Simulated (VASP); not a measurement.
# CdTe (F-43m) in VASP: notebook, part 3 of 3

VASP 6.6.1. The steps go on from the part before.

**4. Single point, HF**

Input file POSCAR:

```
CdTe
1.0
    0.0000000000      3.2446714374      3.2446714374
    3.2446714374      0.0000000000      3.2446714374
    3.2446714374      3.2446714374      0.0000000000
Cd Te
1 1
Direct
    0.0000000000      0.0000000000      0.0000000000
    0.2500000000      0.2500000000      0.2500000000
```

Input file INCAR.step1:

```
PREC = Accurate ; ENCUT = 520
EDIFF = 1E-5 ; ISMEAR = 0
SIGMA = 0.01 ; LREAL = False
LASPH = True ; NELM = 60
ALGO = Normal ; ISIF = 2
LWAVE = True ; GGA = PE
NBANDS = 16
```

Input file INCAR.step2:

```
PREC = Accurate ; ENCUT = 520
EDIFF = 1E-6 ; ISMEAR = 0
SIGMA = 0.01 ; LREAL = False
LASPH = True ; NELM = 60
ALGO = Normal ; ISIF = 2
LWAVE = False ; LCHARG = True
GGA = PE ; LHFCALC = True
AEXX = 1.0 ; ALDAC = 0.0
AGGAC = 0.0 ; PRECFOCK = Normal
LELF = True ; LVHAR = True
ISTART = 1 ; NBANDS = 16
```

Input file KPOINTS:

```
regular mesh
0
Gamma
  4 4 4
```

Potentials or basis: VASP PAW PBE potentials, release 64 (Cd, Te).

Run with:

```console
cat potpaw_PBE.64/Cd/POTCAR potpaw_PBE.64/Te/POTCAR > POTCAR
cp INCAR.step1 INCAR
mpirun -np 1 vasp_std > vasp.out
cp INCAR.step2 INCAR
mpirun -np 1 vasp_std > vasp.out
```

OUTCAR:

```text
PREC = Accurate
   ENCUT = 520
   EDIFF = 1E-6
   ISMEAR = 0
   LREAL = False
   LASPH = True
   NELM = 60
   ISIF = 2
   GGA = PE
   LHFCALC = True
   AEXX = 1.0
   PRECFOCK = Normal
   ISTART = 1

 ion  position               nearest neighbor table
   1  0.000  0.000  0.000-   2 2.81   2 2.81   2 2.81   2 2.81
   2  0.250  0.250  0.250-   1 2.81   1 2.81   1 2.81   1 2.81

  LATTYP: Found a face centered cubic cell.
 ALAT       =     6.4893428748

  Lattice vectors:

 A1 = (   0.0000000000,   3.2446714374,   3.2446714374)
 A2 = (   3.2446714374,   0.0000000000,   3.2446714374)
 A3 = (   3.2446714374,   3.2446714374,   0.0000000000)

Analysis of symmetry for initial positions (statically):
=====================================================================
 Subroutine PRICEL returns:
 Original cell was already a primitive cell.

 Routine SETGRP: Setting up the symmetry group for a
 face centered cubic supercell.

 Subroutine GETGRP returns: Found 24 space group operations
 (whereof 24 operations were pure point group operations)
 out of a pool of 48 trial point group operations.

The static configuration has the point symmetry T_d .

Analysis of symmetry for dynamics (positions and initial velocities):
=====================================================================
 Subroutine PRICEL returns:
 Original cell was already a primitive cell.

 Routine SETGRP: Setting up the symmetry group for a
 face centered cubic supercell.

 Subroutine GETGRP returns: Found 24 space group operations
 (whereof 24 operations were pure point group operations)
 out of a pool of 48 trial point group operations.

The dynamic configuration has the point symmetry T_d .

 Subroutine INISYM returns: Found 24 space group operations
 (whereof 24 operations are pure point group operations),
 and found     1 'primitive' translations

----------------------------------------------------------------------------------------

                                     Primitive cell

  volume of cell :      68.3191

  direct lattice vectors                    reciprocal lattice vectors
     0.000000000  3.244671437  3.244671437    -0.154098808  0.154098808  0.154098808
     3.244671437  0.000000000  3.244671437     0.154098808 -0.154098808  0.154098808
     3.244671437  3.244671437  0.000000000     0.154098808  0.154098808 -0.154098808

  length of vectors
     4.588658352  4.588658352  4.588658352     0.266906964  0.266906964  0.266906964

  position of ions in fractional coordinates (direct lattice)
     0.000000000  0.000000000  0.000000000
     0.250000000  0.250000000  0.250000000

  ion indices of the primitive-cell ions
   primitive index   ion index
                 1           1
                 2           2

----------------------------------------------------------------------------------------

 KPOINTS: regular mesh

Automatic generation of k-mesh.
 Grid dimensions read from file:
 generate k-points for:    4    4    4
[... 22 lines left out ...]
  0.250000  0.000000  0.000000      8.000000
  0.500000  0.000000  0.000000      4.000000
  0.250000  0.250000  0.000000      6.000000
  0.500000  0.250000  0.000000     24.000000
 -0.250000  0.250000  0.000000     12.000000
  0.500000  0.500000  0.000000      3.000000
 -0.250000  0.500000  0.250000      6.000000
   k-points           NKPTS =      8   k-points in BZ     NKDIM =     64   number of bands    NBANDS=     16
   number of dos      NEDOS =    301   number of ions     NIONS =      2
   total plane-waves  NPLWV =  46656
   dimension x,y,z NGX =    36 NGY =   36 NGZ =   36
   dimension x,y,z NGXF=    72 NGYF=   72 NGZF=   72
   ions per type =               1   1
   NGX,Y,Z   is equivalent  to a cutoff of  13.04, 13.04, 13.04 a.u.
   NGXF,Y,Z  is equivalent  to a cutoff of  26.09, 26.09, 26.09 a.u.
 SYSTEM =  unknown system
   PREC   = accura    normal or accurate (medium, high low for compatibility)
   ISTART =      1    job   : 0-new  1-cont  2-samecut
   ICHARG =      0    charge: 1-file 2-atom 10-const
   ISPIN  =      1    spin polarized calculation?
   LNONCOLLINEAR =      F non collinear calculations
   LSORBIT =      F    spin-orbit coupling
   LASPH  =      T    aspherical Exc in radial PAW
   ENCUT  =  520.0 eV  38.22 Ry    6.18 a.u.   8.53  8.53  8.53*2*pi/ulx,y,z
   NELM   =     60;   NELMIN=  2; NELMDL=  0     # of ELM steps
   EDIFF  = 0.1E-05   stopping-criterion for ELM
   LREAL  =      F    real-space projection
   EDIFFG = 0.1E-04   stopping-criterion for IOM
   NSW    =      0    number of steps for IOM
   IBRION =     -1    ionic relax: 0-MD 1-quasi-New 2-CG
   NFREE  =      0    steps in history (QN), initial steepest desc. (CG)
   ISIF   =      2    stress and relaxation
   ISYM   =      3    0-nonsym 1-usesym 2-fastsym
   POTIM  = 0.5000    time-step for ionic-motion
   TEBEG  =    0.0;   TEEND  =   0.0 temperature during run
   PSTRESS=    0.0 pullay stress
   NELECT =      18.0000    total number of electrons
   NUPDOWN=      -1.0000    fix difference up-down
   EMIN   =  10.00;   EMAX   =-10.00  energy-range for DOS
   EFERMI =   0.00;   METHOD = LEGACY
   ISMEAR =     0;   SIGMA  =   0.01  broadening in eV -4-tet -1-fermi 0-gaus
   EFERMI_NEDOS =   21; number of points for ismear=-14 and -15
   IALGO  =     38    algorithm
   IMIX   =      1    mixing-type and parameters
     AMIX     =   0.40;   BMIX     =  1.00
     AMIX_MAG =   1.60;   BMIX_MAG =  1.00
  volume/ion in A,a.u.               =      34.16       230.52
  Fermi-wavevector in a.u.,A,eV,Ry     =   1.049506  1.983279 14.986313  1.101463
  Thomas-Fermi vector in A             =   2.184471
   LORBIT       =      0    0 simple, 1 ext, 2 COOP (PROOUT), +10 PAW based schemes
   GGA     = PE    functional components
   LHFCALC =     T    Hartree Fock is set to
   PRECFOCK=normal    Normal, Fast or Accurate (Low or Medium for compatibility)
   ENCUT4O =  -1.0   cutoff for four orbital integrals eV
   NKREDX  =     1    reduce k-point grid by
   NKREDY  =     1    reduce k-point grid by
   NKREDZ  =     1    reduce k-point grid by
   AEXX    =    1.0000 exact exchange contribution
   HFSCREEN=    0.0000 screening length (either q_TF or 0.3 A-1)
   HFSCREENC=   0.0000 screening length for correlation (either q_TF or 0.3 A-1)
   ENCUTFOCK=  -1.0 apply spherical cutoff to Coloumb kernel
   IVDW    =     0    specifies the selected vdW correction
   LEPSILON=     F    determine dielectric tensor
   LRPA    =     F    only Hartree local field effects (RPA)
 non-spin polarized calculation
 Gauss-broadening in eV      SIGMA  =   0.01
  energy-cutoff  :      520.00
  volume of cell :       68.32
 maximum number of plane-waves:      1856
 NGX is ok and might be reduce to    36
  NGX = 28; NGY = 28; NGZ = 28

 number of electron      17.9999997 magnetization

 Free energy of the ion-electron system (eV)
  ---------------------------------------------------
  ext. energy  EPLUGINS =         0.00000000
  ---------------------------------------------------
  free energy    TOTEN  =       -12.46175342 eV

  energy without entropy =      -12.46175342  energy(sigma->0) =      -12.46175342

 E-fermi :  -0.2684     XC(G=0):   0.0000

 val. band max:       -0.3260918434   @ k =   0.0000   0.0000   0.0000
 cond. band min:       6.3983903119   @ k =   0.0000   0.0000   0.0000
 fundamental gap:      6.7244821553
 Fermi energy:        -0.2683945625

 k-point     1 :       0.0000    0.0000    0.0000
  band No.  band energies     occupation
      1     -14.9179      2.00000
      2     -13.5883      2.00000
      3     -13.5883      2.00000
      4     -13.5883      2.00000
      5     -13.2959      2.00000
      6     -13.2959      2.00000
[... 129 lines left out ...]
      3     -13.4516      2.00000
      4     -13.3277      2.00000
      5     -13.2972      2.00000
      6     -11.9051      2.00000
[... 8 lines left out ...]
     15      17.6362      0.00000
     16      18.9800      0.00000

------------------------ aborting loop because EDIFF is reached ----------------------------------------

  FORCE on cell =-STRESS in cart. coord.  units (eV):
  Direction    XX          YY          ZZ          XY          YZ          ZX
  --------------------------------------------------------------------------------------
  -------------------------------------------------------------------------------------
  Total        1.6608073      1.6608073      1.6608073      0.0000000      0.0000000      0.0000000
  in kB       38.9482242     38.9482242     38.9482242      0.0000000      0.0000000      0.0000000
  external PRESSURE =      38.9482242 kB  Pullay stress =       0.0000000 kB

 VOLUME and BASIS-vectors are now :
 -----------------------------------------------------------------------------
  energy-cutoff  :      520.00
  volume of cell :       68.32
      direct lattice vectors                 reciprocal lattice vectors
     0.000000000  3.244671437  3.244671437    -0.154098808  0.154098808  0.154098808
     3.244671437  0.000000000  3.244671437     0.154098808 -0.154098808  0.154098808
     3.244671437  3.244671437  0.000000000     0.154098808  0.154098808 -0.154098808

 POSITION                                       TOTAL-FORCE (eV/Angst)
 -----------------------------------------------------------------------------------
      0.00000      0.00000      0.00000        -0.000000     -0.000000     -0.000000
      1.62234      1.62234      1.62234         0.000000      0.000000      0.000000
 -----------------------------------------------------------------------------------
    total drift:                               -0.000004     -0.000017     -0.000007

  FREE ENERGIE OF THE ION-ELECTRON SYSTEM (eV)
  ---------------------------------------------------
  free  energy   TOTEN  =       -12.4617534245 eV

  energy  without entropy=      -12.4617534245  energy(sigma->0) =      -12.46175342
```

Wall time 21 min (1 thread of Intel Xeon Platinum 8259CL at 2.50GHz (Skylake/Cascade Lake), shared host); peak memory 0.22 GiB.

Results:

- Free energy: -12.4618 eV
- Pressure: 3.9 GPa
- Band gap on the k mesh: 6.72 eV

Levels at points of the mesh, in eV from the valence-band top:
```tsv
k point	band 7	band 8	band 9	band 10	band 11	band 12
(0.00, 0.00, 0.00)	0.00	0.00	0.00	6.72	11.61	11.61
(0.50, 0.00, 0.00)	-5.52	-0.95	-0.95	8.13	12.10	12.10
(0.50, 0.50, 0.00)	-5.29	-2.33	-2.33	8.49	9.33	16.01
```

Caveat: the cell stands under pressure; the PAW data sets were made with another functional, which shifts forces and pressure a little; spin-orbit coupling is left out, which moves the levels of the heavy elements.

**5. The runs side by side**

```csv
level,share of exact exchange,screening parameter,gap on the mesh (eV),pressure (GPa)
HSE06,0.25,0.2079 1/Å,1.55,1.7
PBE0,0.25,-,2.23,1.4
HF,1,-,6.72,3.9
```

Alike in all rows: task single point; potentials or basis VASP PAW PBE potentials, release 64 (Cd, Te); no spin polarisation; cell as given; k mesh 4 × 4 × 4; cutoff (eV) 520; smearing gaussian 0.01 eV.

On the cell as given the gap runs from 1.55 eV (HSE06) to 6.72 eV (HF). The pressure there spans 1.4 GPa (PBE0) to 3.9 GPa (HF); a positive pressure means that this level wants a larger cell, a negative one a smaller.

Caveats: the PAW data sets were made with another functional, which shifts forces and pressure a little; spin-orbit coupling is left out, which moves the levels of the heavy elements; the cell stands under pressure (at least some runs).

Absolute energies hang on the potentials; compare differences alone.
